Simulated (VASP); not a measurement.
# Li2S (Fm-3m) in VASP: single point with PBE

Aim: the single point of Li2S with PBE.

Program: VASP 6.6.1. These are calculated values, not measurements. Logs are shortened: lines on timing, memory, paths and dates and some standing lists are left out, and cuts for length are marked.

## 1. The cell of the first run

The structure is cubic, space group Fm-3m (No. 225). Conventional cell: a = 5.708 Å, b = 5.708 Å, c = 5.708 Å, α = 90.00°, β = 90.00°, γ = 90.00°. Li (site symmetry -43m) has 4 S at 2.47 Å and 6 Li at 2.85 Å within 3.3 Å. S (site symmetry m-3m) has 8 Li at 2.47 Å within 3.3 Å.

## 2. Single point, PBE

File POSCAR:

```
Li2S
1.0
    0.0000000000      2.8540000000      2.8540000000
    2.8540000000      0.0000000000      2.8540000000
    2.8540000000      2.8540000000      0.0000000000
Li S
2 1
Direct
    0.2500000000      0.2500000000      0.2500000000
    0.7500000000      0.7500000000      0.7500000000
    0.0000000000      0.0000000000      0.0000000000
```

File INCAR.step1:

```
  ALGO = Normal
  EDIFF = 1E-6
  ENCUT = 650
  GGA = PE
  GGA_COMPAT = F
  ISIF = 2
  ISMEAR = -1
  LASPH = T
  LCHARG = T
  LORBIT = 11
  LREAL = F
  LWAVE = F
  NBANDS = 13
  NEDOS = 2001
  NELM = 120
  PREC = Accurate
  SIGMA = 0.02
```

File KPOINTS.step1:

```
k-points
0
Gamma
  7 7 7
```

File INCAR.step2:

```
  ALGO = Normal
  EDIFF = 1E-6
  ENCUT = 650
  GGA = PE
  GGA_COMPAT = F
  ICHARG = 11
  ISIF = 2
  ISMEAR = -5
  LASPH = T
  LCHARG = F
  LORBIT = 10
  LREAL = F
  LWAVE = F
  NBANDS = 13
  NEDOS = 2001
  NELM = 120
  PREC = Accurate
  SIGMA = 0.02
```

File KPOINTS.step2:

```
k-points
0
Gamma
  11 11 11
```

Potentials or basis: VASP PAW PBE potentials, release 64 (Li_sv, S).

Run with:

```sh
> cat potpaw_PBE.64/Li_sv/POTCAR potpaw_PBE.64/S/POTCAR > POTCAR
> cp INCAR.step1 INCAR
> cp KPOINTS.step1 KPOINTS
> mpirun -np 1 vasp_std > vasp.out
> cp INCAR.step2 INCAR
> cp KPOINTS.step2 KPOINTS
> mpirun -np 1 vasp_std > vasp.out
```

OUTCAR:

```text
EDIFF = 1E-6
   ENCUT = 650
   GGA = PE
   ICHARG = 11
   ISIF = 2
   ISMEAR = -5
   LASPH = T
   LORBIT = 10
   LREAL = F
   NELM = 120
   PREC = Accurate

 ion  position               nearest neighbor table
   1  0.250  0.250  0.250-   3 2.47   3 2.47   3 2.47   3 2.47
   2  0.750  0.750  0.750-   3 2.47   3 2.47   3 2.47   3 2.47
   3  0.000  0.000  0.000-   2 2.47   2 2.47   2 2.47   1 2.47   2 2.47   1 2.47   1 2.47   1 2.47

  LATTYP: Found a face centered cubic cell.
 ALAT       =     5.7080000000

  Lattice vectors:

 A1 = (   0.0000000000,   2.8540000000,   2.8540000000)
 A2 = (   2.8540000000,   0.0000000000,   2.8540000000)
 A3 = (   2.8540000000,   2.8540000000,   0.0000000000)

Analysis of symmetry for initial positions (statically):
=====================================================================
 Subroutine PRICEL returns:
 Original cell was already a primitive cell.

 Routine SETGRP: Setting up the symmetry group for a
 face centered cubic supercell.

 Subroutine GETGRP returns: Found 48 space group operations
 (whereof 48 operations were pure point group operations)
 out of a pool of 48 trial point group operations.

The static configuration has the point symmetry O_h .

Analysis of symmetry for dynamics (positions and initial velocities):
=====================================================================
 Subroutine PRICEL returns:
 Original cell was already a primitive cell.

 Routine SETGRP: Setting up the symmetry group for a
 face centered cubic supercell.

 Subroutine GETGRP returns: Found 48 space group operations
 (whereof 48 operations were pure point group operations)
 out of a pool of 48 trial point group operations.

The dynamic configuration has the point symmetry O_h .

 Subroutine INISYM returns: Found 48 space group operations
 (whereof 48 operations are pure point group operations),
 and found     1 'primitive' translations

----------------------------------------------------------------------------------------

                                     Primitive cell

  volume of cell :      46.4935

  direct lattice vectors                    reciprocal lattice vectors
     0.000000000  2.854000000  2.854000000    -0.175192712  0.175192712  0.175192712
     2.854000000  0.000000000  2.854000000     0.175192712 -0.175192712  0.175192712
     2.854000000  2.854000000  0.000000000     0.175192712  0.175192712 -0.175192712

  length of vectors
     4.036165507  4.036165507  4.036165507     0.303442678  0.303442678  0.303442678

  position of ions in fractional coordinates (direct lattice)
     0.250000000  0.250000000  0.250000000
     0.750000000  0.750000000  0.750000000
     0.000000000  0.000000000  0.000000000

  ion indices of the primitive-cell ions
   primitive index   ion index
[... 102 lines left out ...]
   GGA     = PE    functional components
   LHFCALC =     F    Hartree Fock is set to
   AEXX    =    0.0000 exact exchange contribution
   IVDW    =     0    specifies the selected vdW correction
   LEPSILON=     F    determine dielectric tensor
   LRPA    =     F    only Hartree local field effects (RPA)
 non-spin polarized calculation
 Fermi weights with tetrahedron method with Bloechl corrections
  energy-cutoff  :      650.00
  volume of cell :       46.49
 maximum number of plane-waves:      1807
 NGX is ok and might be reduce to    36

 number of electron      11.9999999 magnetization

 Free energy of the ion-electron system (eV)
  ---------------------------------------------------
  ext. energy  EPLUGINS =         0.00000000
  ---------------------------------------------------
  free energy    TOTEN  =       -11.99549985 eV

  energy without entropy =      -11.99549985  energy(sigma->0) =      -11.99549985

 E-fermi :   1.4438     XC(G=0):  -8.4878

 val. band max:        1.4315927666   @ k =   0.0000   0.0000   0.0000
 cond. band min:       4.8839440569   @ k =   0.4545   0.4545   0.0000
 fundamental gap:      3.4523512904
 Fermi energy:         1.4437627111

 k-point     1 :       0.0000    0.0000    0.0000
  band No.  band energies     occupation
      1     -42.7535      2.00000
      2     -42.7119      2.00000
      3      -9.5780      2.00000
      4       1.4316      2.00000
      5       1.4316      2.00000
      6       1.4316      2.00000
      7       5.6778      0.00000
      8       7.6586      0.00000
      9       7.6586      0.00000
     10       7.6586      0.00000
     11      12.5972      0.00000
     12      12.5972      0.00000
     13      13.8318      0.00000
[... 354 lines left out ...]
  band No.  band energies     occupation
      1     -42.7447      2.00000
      2     -42.7194      2.00000
      3      -9.3093      2.00000
      4      -0.3391      2.00000
      5       0.5309      2.00000
      6       1.1778      2.00000
      7       7.2677      0.00000
      8       8.1476      0.00000
      9       8.7776      0.00000
     10       8.9893      0.00000
     11       9.8646      0.00000
     12      13.2173      0.00000
     13      15.6661      0.00000

 [... further k-points ...]

------------------------ aborting loop because EDIFF is reached ----------------------------------------

  FORCE on cell =-STRESS in cart. coord.  units (eV):
  Direction    XX          YY          ZZ          XY          YZ          ZX
  --------------------------------------------------------------------------------------
  -------------------------------------------------------------------------------------
  Total       -0.0613303     -0.0613303     -0.0613303      0.0000000     -0.0000000      0.0000000
  in kB       -2.1134585     -2.1134585     -2.1134585      0.0000000     -0.0000000      0.0000000
  external PRESSURE =      -2.1134585 kB  Pullay stress =       0.0000000 kB

 VOLUME and BASIS-vectors are now :
 -----------------------------------------------------------------------------
  energy-cutoff  :      650.00
  volume of cell :       46.49
      direct lattice vectors                 reciprocal lattice vectors
     0.000000000  2.854000000  2.854000000    -0.175192712  0.175192712  0.175192712
     2.854000000  0.000000000  2.854000000     0.175192712 -0.175192712  0.175192712
     2.854000000  2.854000000  0.000000000     0.175192712  0.175192712 -0.175192712

 POSITION                                       TOTAL-FORCE (eV/Angst)
 -----------------------------------------------------------------------------------
      1.42700      1.42700      1.42700        -0.000000     -0.000000     -0.000000
      4.28100      4.28100      4.28100         0.000000      0.000000      0.000000
      0.00000      0.00000      0.00000         0.000000      0.000000      0.000000
 -----------------------------------------------------------------------------------
    total drift:                                0.000000      0.000000      0.000000

  FREE ENERGIE OF THE ION-ELECTRON SYSTEM (eV)
  ---------------------------------------------------
  free  energy   TOTEN  =       -11.9954998496 eV

  energy  without entropy=      -11.9954998496  energy(sigma->0) =      -11.99549985

 total charge

# of ion       s       p       d       tot
------------------------------------------
    1        2.021   0.056   0.000   2.078
    2        2.021   0.056   0.000   2.078
    3        1.302   2.490   0.000   3.792
--------------------------------------------------
tot          5.344   2.603   0.000   7.947
```

Wall time 19 s (1 thread of Intel Xeon 6975P-C (Granite Rapids), shared host); peak memory 0.2 GiB.

What came out:

- Valence electrons inside the program's atomic spheres: Li 2.08; S 3.79
